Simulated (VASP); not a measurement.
CsB3, 8 atoms in the cell. Symmetry: P6_3/mmc, No. 194, hexagonal system. Conventional cell: a = 6.891 Å, b = 6.891 Å, c = 3.360 Å, α = 90.00°, β = 90.00°, γ = 120.00°. Within 4.4 Å of Cs (site symmetry -6m2) lie 8 Cs at 3.36 to 4.32 Å and 12 B at 3.42 to 3.58 Å. Within 2.3 Å of B (site symmetry mm2) lie 6 B at 1.74 to 1.96 Å. 

* Program: VASP 6.6.1
* Task: single point
* Functional: PBE
* Potentials or basis: VASP PAW PBE potentials, release 64 (Cs_sv, B)
* Cutoff: 520 eV
* k mesh: 3 × 3 × 4
* Occupations: gaussian, width 0.1 eV
* Spin: no spin polarisation
* Dipole correction: no
* Further INCAR settings: ALGO = Normal; EDIFF = 1e-07; NBANDS = 28

Potentials or basis: VASP PAW PBE potentials, release 64 (Cs_sv, B).

The run is started by

```sh
$ cat potpaw_PBE.64/Cs_sv/POTCAR potpaw_PBE.64/B/POTCAR > POTCAR
$ mpirun -np 1 vasp_std > vasp.out
```

Hardware: 1 thread of Intel(R) Xeon(R) Platinum 8488C (Sapphire Rapids), with other jobs on the host.

Q: How long does it take, and how much memory?

A: Wall time 56 s on 1 thread of Intel(R) Xeon(R) Platinum 8488C (Sapphire Rapids), on a shared host, peak memory 0.27 GiB. Counts: scf iterations 16, k points 9.
